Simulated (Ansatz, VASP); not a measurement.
**Two plane-wave programs on SrTiO3**

```
Sr Ti O
1.0
    -2.71664    2.71664    3.86514
     2.71664   -2.71664    3.86514
     2.71664    2.71664   -3.86514
Sr Ti O
2 2 6
Direct
  0.75000 0.25000 0.50000
  0.25000 0.75000 0.50000
  0.00000 0.00000 0.00000
  0.50000 0.50000 0.00000
  0.25000 0.25000 0.00000
  0.75000 0.75000 0.00000
  0.72528 0.22528 0.95056
  0.22528 0.27472 0.50000
  0.27472 0.77472 0.04944
  0.77472 0.72528 0.50000
```

Change from the starting cell: equal engineering shear yz, xz and xy +0.0000, equal normal strain along x, y and z -0.0100.

Alike in both runs: task single point; functional PBEsol; k mesh 8 × 8 × 8; occupations gaussian, width 0.05 eV; no spin polarisation.

|  | VASP | Ansatz |
| --- | --- | --- |
| version | VASP 6.6.1 | Ansatz 0.2.0 |
| potentials or method | VASP PAW PBE potentials, release 64 (Sr_sv, Ti_sv, O), cutoff 520 eV | scalar-relativistic, plane waves, PAW |
| valence electrons in the cell | 80 | 80 |

VASP gave:

```
gap on the k mesh at the Fermi level (eV)                     : 2.00
least direct gap on the mesh (eV)                             : 2.01
pressure (GPa)                                                : 6.7
traceless stress, the component that is largest in VASP (GPa) : 0.15
rms of the force components (eV/Å)                            : 0.006
```

**Question.** What did Ansatz give for the same quantities?

**Answer.** gap on the k mesh at the Fermi level (eV): 2.03; least direct gap on the mesh (eV): 2.04; pressure (GPa): 6.0; traceless stress, the component that is largest in VASP (GPa): 0.12; rms of the force components (eV/Å): 0.009.

VASP's potentials were made for PBE, not for PBEsol, and Ansatz warns of the same on its side. Atom by atom the forces differ by 0.003 eV/Å (rms over components). The functional is the same, so the differences come from potentials, cutoffs and numerics.
